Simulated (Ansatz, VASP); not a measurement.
## CO2: VASP beside Ansatz

```
C O
1.0
     2.63591   -2.38738    0.00000
     2.63591    2.38738    0.00000
     0.00000    0.00000    6.58717
C O
2 4
Direct
  0.00000 0.00000 0.00000
  0.50000 0.50000 0.50000
  0.80651 0.19349 0.89184
  0.19349 0.80651 0.10816
  0.69349 0.30651 0.39184
  0.30651 0.69349 0.60816
```

Alike in both runs: task electric field gradients; functional PBE; k mesh 9 × 9 × 5; occupations fermi-dirac, width 0.01 eV; no spin polarisation.

|  | VASP | Ansatz |
| --- | --- | --- |
| version | VASP 6.6.1 | Ansatz 0.2.0 |
| potentials or method | VASP PAW PBE potentials, release 64 (C, O) | plane-wave PAW, scalar-relativistic |
| plane-wave cutoff (eV) | 520 | 420 |
| valence electrons in the cell | 32 | 32 |

VASP gave:

```
gap on the k mesh at the Fermi level (eV)                     : 6.63
pressure (GPa)                                                : 4.3
traceless stress, the component that is largest in VASP (GPa) : -2.21
rms of the force components (eV/Å)                            : 0.371
size of Vzz on the site where it differs most (V/Å²)          : 50.0
```

Q: Estimate Ansatz's values.

A: gap on the k mesh at the Fermi level (eV): 6.65; pressure (GPa): 2.7; traceless stress, the component that is largest in VASP (GPa): -0.31; rms of the force components (eV/Å): 0.068; size of Vzz on the site where it differs most (V/Å²): 29.3.

Atom by atom the forces differ by 0.303 eV/Å (rms over components).

Noted on VASP's run: the standard files for N, O and F lose accuracy on very short bonds.
